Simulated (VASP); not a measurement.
A run of VASP 6.6.1 is set up as follows.

The input INCAR:

```
SYSTEM = Si
  PREC = Accurate
  ENCUT = 400
  EDIFF = 1E-6
  ISMEAR = 0
  SIGMA = 0.05
  LREAL = Auto
  LASPH = .True.
  NELM = 200
  ALGO = Normal
  ISIF = 2
  LWAVE = .False.
  LCHARG = .True.
  ISPIN = 2
  MAGMOM = 0 0 0 0 0.16 0 0.16 0 0 0 0 0 0.16 0 0 0 0 0 0 0 0 0 0 0 0 0 0 0 0 0 0 0 0 0 0 0 0 0 0 0 0 0 0 0 0 0 0 0 0 0.16 0 0 0 0 0 0 0 0 0 0 0 0 0
  LORBIT = 11
  GGA = PE
  IVDW = 12
  LELF = .True.
  LVHAR = .True.
  NELECT = 253.0
  NBANDS = 167
  GGA_COMPAT = .False.
```

The input KPOINTS:

```
Automatic mesh
0
Gamma
  1 1 1
  0 0 0
```

Contents of POSCAR:

```
Si
1.0
   10.8600000000      0.0000000000      0.0000000000
    0.0000000000     10.8600000000      0.0000000000
    0.0000000000      0.0000000000     10.8600000000
Si
63
Direct
    0.5009603131     -0.0005569982     -0.0001174033
    0.6330979742      0.1168915285      0.1251515654
    0.7505621547      0.2490604972     -0.0000606814
    0.8751060773      0.3747282689      0.1247683241
    0.8411263352     -0.0910579190      0.1587273481
    0.8746021179      0.1172395028      0.3671074586
   -0.0112823204     -0.0002576427      0.0111093002
    0.1247493554      0.1246526703      0.1241071823
    0.2507119705      0.2500251381     -0.0002597606
    0.3755113260      0.3745816759      0.1257834254
    0.5000693370      0.4993174033     -0.0003434622
    0.6253624309      0.6252788214      0.1241220994
    0.7502519337      0.7614600368      0.0113021179
    0.2499743094     -0.0001518416      0.2497245856
    0.3770076427      0.1238813996      0.3737460405
    0.5042252302      0.2457406077      0.2477040516
    0.6261295580      0.3729529466      0.3737209945
    0.7501482505      0.5000213628      0.2497244936
    0.8757318600      0.6252931860      0.3745199816
    0.5041246777     -0.0021376611      0.4957203499
    0.6261404236      0.1238476059      0.6228530387
    0.7521272560      0.2460353591      0.4959123389
    0.8741670350      0.3747149171      0.6245817680
    0.7501498158     -0.0001631676      0.7499021179
    0.8757384899      0.1246874770      0.8751190608
   -0.0004550645      0.5010022099      0.0002970534
    0.1195560773      0.6304355433      0.1257907919
    0.2490119705      0.7504929098      0.0003512891
    0.3753125230      0.8749221915      0.1247832413
   -0.0000746777      0.2490157459      0.2493125230
    0.1250802026      0.3743360037      0.3749137201
    0.2478999079      0.5021174954      0.2496385820
    0.3755915285      0.6249484346      0.3749873849
    0.5009456722      0.7500214549      0.2493319521
    0.6329397790      0.8753088398      0.3669150092
   -0.0000824125     -0.0005596685      0.4988649171
    0.1251303867      0.1249914365      0.6241776243
    0.2512965930      0.2492356354      0.4990923573
    0.3752151013      0.3748208103      0.6246981584
    0.5007959484      0.4987046041      0.4990427256
    0.6250000000      0.6248553407      0.6242021179
    0.7505562615      0.7500927256      0.4989212707
    0.8751101289      0.8749108656      0.6245921731
    0.2478742173     -0.0002645488      0.7520493554
    0.3755957643      0.1251021179      0.8748286372
    0.5008008287      0.2491733886      0.7485930939
    0.6249539595      0.3743603131      0.8747781768
    0.7503015654      0.5022538674      0.7521593923
    0.8740159300      0.6306877532      0.8805595764
   -0.0112539595      0.7612148250      0.2495185083
    0.1247154696      0.8742215470      0.3744883978
    0.0001754144      0.4993136280      0.4997897790
    0.1249188766      0.6250543278      0.6249544199
    0.2506767035      0.7498712707      0.4998805709
    0.3754444751      0.8758804788      0.6244945672
    0.0002197053      0.2498961326      0.7491162983
    0.1249109576      0.3750553407      0.8749185083
    0.2500131676      0.4999744936      0.7498635359
    0.3748814917      0.6250936464      0.8749606814
    0.5000770718      0.7497301105      0.7491337017
    0.6253299263      0.8742197974      0.8751126151
   -0.0004581952      0.7504415285      0.7508863720
    0.1194870166      0.8759489871      0.8803773481
```

Potentials or basis: VASP PAW PBE potentials, release 64 (Si).

The run is started by

```sh
$ cat potpaw_PBE.64/Si/POTCAR > POTCAR
$ mpirun -np 1 vasp_gam > vasp.out
```

(1) Estimate the site moments.

(2) Estimate the net moment.

(3) Predict the dispersion energy per atom.

Answers

(1) Si +0.01, +0.15, -0.00, +0.10, +0.03, +0.00, +0.02 (each value once) μB.

(2) 2.98 μB per cell.

(3) -0.317 eV.

Caveat: the k points lie up to 0.58 Å⁻¹ apart; the cell carries a net charge on a neutralising background, which shifts energy and pressure.
